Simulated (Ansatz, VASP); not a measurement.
## Si2W in VASP and in Ansatz

INCAR

```
ALGO = Normal
EDIFF = 1E-7
ENCUT = 520
GGA = PE
ISIF = 2
ISMEAR = 1
LASPH = True
LCHARG = False
LREAL = False
LWAVE = False
NBANDS = 18
NELM = 60
PREC = Accurate
SIGMA = 0.2
```

The input KPOINTS:

```
k-points
0
Gamma
  12 12 12
```

File POSCAR:

```
Si2W
1.0
   -1.6069000000      1.6069000000      3.9149500000
    1.6069000000     -1.6069000000      3.9149500000
    1.6069000000      1.6069000000     -3.9149500000
Si W
2 1
Direct
    0.3347000000      0.3347000000      0.0000000000
    0.6653000000      0.6653000000      0.0000000000
    0.0000000000      0.0000000000      0.0000000000
```

Input for Ansatz:

```yaml
crystal:
  lattice:
    - [-1.6069, 1.6069, 3.91495]
    - [1.6069, -1.6069, 3.91495]
    - [1.6069, 1.6069, -3.91495]
  atoms:
    - { symbol: Si, position: [0.33469999999999994, 0.3347, 0.0] }
    - { symbol: Si, position: [0.6653, 0.6652999999999999, 0.0] }
    - { symbol: W, position: [0.0, 0.0, 0.0] }
kpoints:
  mp_grid:
    grid: [12, 12, 12]
    shift: [0.0, 0.0, 0.0]
hamiltonian:
  xc: pbe
scf:
  occupations:
    method: cold
    width: 0.2
output:
  stress: true
```

Alike in both runs: task single point; functional PBE; k mesh 12 × 12 × 12; no spin polarisation.

|  | VASP | Ansatz |
| --- | --- | --- |
| version | VASP 6.6.1 | Ansatz 0.2.0 |
| potentials or method | VASP PAW PBE potentials, release 64 (Si, W_sv) | plane waves, PAW |
| plane-wave cutoff (eV) | 520 | 420 |
| occupations | methfessel-paxton of order 1, width 0.2 eV | cold, width 0.2 eV |
| valence electrons in the cell | 22 | 22 |

Ansatz gave:

- pressure (GPa): 3.3
- traceless stress, the component that is largest in VASP (GPa): 0.40

Task: Which values does VASP return?

Result: Pressure (GPa): 3.4; traceless stress, the component that is largest in VASP (GPa): 0.31.

Spin-orbit coupling is off throughout.
